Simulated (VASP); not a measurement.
AlN, 2 atoms in the cell. The structure is tetragonal, space group I-4m2 (No. 119). Conventional cell: a = 3.114 Å, b = 3.114 Å, c = 4.535 Å, α = 90.00°, β = 90.00°, γ = 90.00°. Within 2.6 Å of Al (site symmetry -4m2) lie 4 N at 1.93 Å. N (site symmetry -4m2) has 4 Al at 1.93 Å within 2.6 Å.  This cell differs from its parent crystal: strain +0.000 along x and y, +0.030 along z.

- Program: VASP 6.6.1
- Task: single point
- Functional: PBE
- Potentials or basis: VASP PAW PBE potentials, release 64 (Al, N)
- Cutoff: 520 eV
- k mesh: 10 × 10 × 10
- Occupations: gaussian, width 0.05 eV
- Spin: no spin polarisation
- Dipole correction: no
- Further INCAR settings: ALGO = Normal; EDIFF = 1e-06; NBANDS = 11

Potentials or basis: VASP PAW PBE potentials, release 64 (Al, N).

Launch:

```console
$ cat potpaw_PBE.64/Al/POTCAR potpaw_PBE.64/N/POTCAR > POTCAR
$ mpirun -np 1 vasp_std > vasp.out
```

Hardware: 1 thread of Intel(R) Xeon(R) Platinum 8488C (Sapphire Rapids) (shared host).

How long does it take, and how much memory?

Wall time 15 s on 1 thread of Intel(R) Xeon(R) Platinum 8488C (Sapphire Rapids), on a shared host, peak memory 0.14 GiB. Counts: scf iterations 12, k points 102.
